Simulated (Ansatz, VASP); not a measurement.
**Two plane-wave programs on TaSbSe**

INCAR

```
PREC = Accurate
ENCUT = 600
EDIFF = 1E-7
ISMEAR = -1
SIGMA = 0.05
LREAL = F
LASPH = T
NELM = 100
ALGO = Normal
ISIF = 3
LWAVE = F
LCHARG = F
GGA = B5
ALDAX = 1.0
AGGAX = 1.0
AGGAC = 1.0
ALDAC = 0.0
IVDW = 13
VDW_S6 = 1.0
VDW_S8 = 2.34076671
VDW_A1 = 0.44488865
VDW_A2 = 4.0933009
IBRION = 2
NSW = 40
EDIFFG = -0.02
```

KPOINTS

```
Automatic mesh
0
Gamma
  7 7 5
```

POSCAR

```
TaSbSe
1.0
    3.6296100000      0.0000000000      0.0000000000
    0.0000000000      3.6296100000      0.0000000000
    0.0000000000      0.0000000000      5.6345500000
Ta Sb Se
1 1 1
Direct
    0.0000000000      0.0000000000      0.0000000000
    0.0000000000      0.0000000000      0.5000000000
    0.5000000000      0.5000000000      0.0000000000
```

input.yaml

```yaml
crystal:
  lattice:
    - [3.62961, 0.0, 0.0]
    - [0.0, 3.62961, 0.0]
    - [0.0, 0.0, 5.63455]
  atoms:
    - { symbol: Ta, position: [0.0, 0.0, 0.0] }
    - { symbol: Sb, position: [0.0, 0.0, 0.5] }
    - { symbol: Se, position: [0.5, 0.5, 0.0] }
hamiltonian:
  xc: blyp
  pseudopotentials: { kind: paw }
  dispersion: d4
kpoints:
  mp_grid: { grid: [7, 7, 5] }
scf:
  occupations: { method: fermi_dirac, width: 0.05 }
output:
  forces: true
  stress: true
  eigenvalues: true
  write_density: true
  write_potential: true
  elf: true
  volumetric_format: npy
relax:
  f_tol: 0.01
  max_steps: 40
  cell: { stress_tol: 0.05 }
```

Alike in both runs: task relaxation of cell and atoms; functional BLYP; dispersion D4; k mesh 7 × 7 × 5; occupations fermi-dirac, width 0.05 eV; no spin polarisation.

```csv
,VASP,Ansatz
version,VASP 6.6.1,Ansatz 0.2.0
potentials or method,"VASP PAW PBE potentials, release 64 (Ta_pv, Sb, Se)",Ansatz PAW
plane-wave cutoff (eV),600,420
valence electrons in the cell,22,44
```

VASP gave:

* gap on the k mesh at the Fermi level, each at its own relaxed structure (eV): none
* relaxed volume (Å³/atom): 25.43
* relaxed cell length with the largest relative difference (Å): 3.686

Problem. Estimate Ansatz's values.

Solution. gap on the k mesh at the Fermi level, each at its own relaxed structure (eV): none; relaxed volume (Å³/atom): 25.22; relaxed cell length with the largest relative difference (Å): 3.674.

VASP's potentials were made for PBE, not for BLYP. A gap of «none» marks a metal or a gap that the smearing closes. VASP's potentials hold 22 valence electrons a cell and Ansatz's 44, so a difference there can come from the potentials and not from the codes.

Neither program's run includes spin-orbit coupling. Noted on Ansatz's run: the plane-wave basis is chosen anew once the cell has moved, so the energies of steps on either side of that aren't comparable.
